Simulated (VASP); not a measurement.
## Zr3O: single point with PBEsol

The system is Zr3O.

```
CELL_PARAMETERS angstrom
5.84971 0.00000 0.00000
-2.92486 5.06600 0.00000
0.00000 0.00000 4.69849
ATOMIC_POSITIONS crystal
Zr 0.35962 0.00000 0.00000
Zr 0.35962 0.35962 0.50000
Zr 0.00000 0.35962 0.00000
Zr 0.64038 0.00000 0.50000
Zr 0.64038 0.64038 0.00000
Zr 0.00000 0.64038 0.50000
O 0.33333 0.66667 0.25000
O 0.66667 0.33333 0.75000
```

This cell differs from its parent crystal: atoms shifted along a free coordinate, c/a of the conventional cell at fixed volume 0.8032.

```json
{
  "Program": "VASP 6.6.1",
  "Task": "single point",
  "Functional": "PBEsol",
  "Potentials or basis": "VASP PAW PBE potentials, release 64 (Zr_sv, O)",
  "Cutoff": "520 eV",
  "k mesh": "9 × 9 × 8",
  "Occupations": "gaussian, width 0.15 eV",
  "Spin": "no spin polarisation"
}
```

* Pressure: 5.3 GPa
* Largest force: 1.293 eV/Å
* Band gap on the k mesh: zero (bands 42 and 43 overlap by 0.91 eV)

Forces in eV/Å, atoms in the order of the input:
```
Zr  -1.293  0.000  0.000
Zr  -0.646 -1.119  0.000
Zr   0.646 -1.119  0.000
Zr   1.293  0.000  0.000
Zr   0.646  1.119  0.000
Zr  -0.646  1.119  0.000
O    0.000  0.000  0.000
O    0.000  0.000  0.000
```

Stress tensor (GPa, compression positive):
```
-1.92  0.00  0.00
 0.00 -1.92  0.00
 0.00  0.00 19.79
```

Levels at points of the mesh, in eV from the Fermi level:
| k point | band 38 | band 39 | band 40 | band 41 | band 42 | band 43 | band 44 | band 45 | band 46 | band 47 |
| --- | --- | --- | --- | --- | --- | --- | --- | --- | --- | --- |
| (0.00, 0.00, 0.00) | -1.55 | -1.44 | -1.44 | 0.65 | 0.65 | 0.65 | 0.94 | 0.94 | 1.21 | 1.21 |
| (0.00, 0.00, 0.50) | -1.11 | -0.71 | -0.71 | -0.46 | -0.46 | -0.02 | -0.02 | 0.62 | 0.62 | 1.22 |

Wall time 3.9 min on 1 thread of Intel(R) Xeon(R) 6975P-C (Granite Rapids), on a shared host, peak memory 0.46 GiB.

Caveat: the stress differs along the axes, from -2 to 20 GPa; the PAW data sets were made with another functional, which shifts forces and pressure a little.
